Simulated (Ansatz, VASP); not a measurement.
# One calculation of AlP, two programs

```xyz
2
Lattice="0.0000 2.7393 2.7393 2.7393 0.0000 2.7393 2.7393 2.7393 0.0000" Properties=species:S:1:pos:R:3 pbc="T T T"
Al    0.0000    0.0000    0.0000
P     1.3696    1.3696    1.3696
```

Alike in both runs: task single point; functional PBEsol; dispersion D4; k mesh 6 × 6 × 6; no spin polarisation.

```csv
,VASP,Ansatz
version,VASP 6.6.1,Ansatz 0.2.0
potentials or method,"VASP PAW PBE potentials, release 64 (Al, P)",plane waves
plane-wave cutoff (eV),500,420
occupations,"gaussian, width 0.01 eV",fixed
valence electrons in the cell,8,8
```

Ansatz gave:

| Quantity | Value |
| --- | --- |
| gap on the k mesh at the Fermi level (eV) | 1.46 |
| pressure (GPa) | -1.7 |

**Question.** Estimate VASP's values.

**Answer.** gap on the k mesh at the Fermi level (eV): 1.45; pressure (GPa): -1.7.

VASP's potentials were made for PBE, not for PBEsol.
